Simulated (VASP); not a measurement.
Wanted: the native input for a VASP 6.6.1 run.

```yaml
Task: single point
Functional: PBEsol
Potentials_or_basis: VASP PAW PBE potentials, release 64 (Ga_d, P)
Cutoff: 520 eV
k_mesh: 6 × 6 × 6
Occupations: gaussian, width 0.01 eV
Spin: no spin polarisation
Dipole_correction: no
Further_INCAR_settings: ALGO = Normal; EDIFF = 1e-06; NBANDS = 26
```

The structure of GaP lies in POSCAR:

```
GaP
1.0
    1.9685839190      1.1365622192      6.5154356257
   -1.9685839190      1.1365622192      6.5154356257
    0.0000000000     -2.2731254516      6.5154356257
Ga P
2 2
Direct
    0.4353720000      0.4353720000      0.4353720000
    0.5646280000      0.5646280000      0.5646280000
    0.0573890000      0.0573890000      0.0573890000
    0.9426110000      0.9426110000      0.9426110000
```

These files were run (other wordings do the same):

INCAR

```
PREC     = Accurate       # precision mode
ENCUT    = 520            # plane-wave cutoff, eV
EDIFF    = 1E-6           # SCF threshold, eV
ISMEAR   = 0              # smearing method
SIGMA    = 0.01           # smearing width, eV
LREAL    = False          # projectors in reciprocal space
LASPH    = True           # aspherical terms in the spheres
NELM     = 80             # most SCF steps
ALGO     = Normal         # electronic algorithm
ISIF     = 2              # what is computed and relaxed
LWAVE    = False          # write WAVECAR
LCHARG   = False          # write CHGCAR
GGA      = PS             # functional
NBANDS   = 26             # bands
```

KPOINTS

```
Automatic mesh
0
Gamma
  6 6 6
```

Potentials or basis: VASP PAW PBE potentials, release 64 (Ga_d, P).

The run is started by

```console
$ cat potpaw_PBE.64/Ga_d/POTCAR potpaw_PBE.64/P/POTCAR > POTCAR
$ mpirun -np 1 vasp_std > vasp.out
```

Results of the run:

The pressure is -5.2 GPa. The largest force is 0.008 eV/Å. The band gap on the k mesh is 0.72 eV, indirect (least direct gap 0.95 eV).

Caveat: the PAW data sets were made with another functional, which shifts forces and pressure a little.

Run time: 120 s on 1 thread of Intel(R) Xeon(R) 6975P-C (Granite Rapids), on a shared host, peak memory 0.4 GiB.
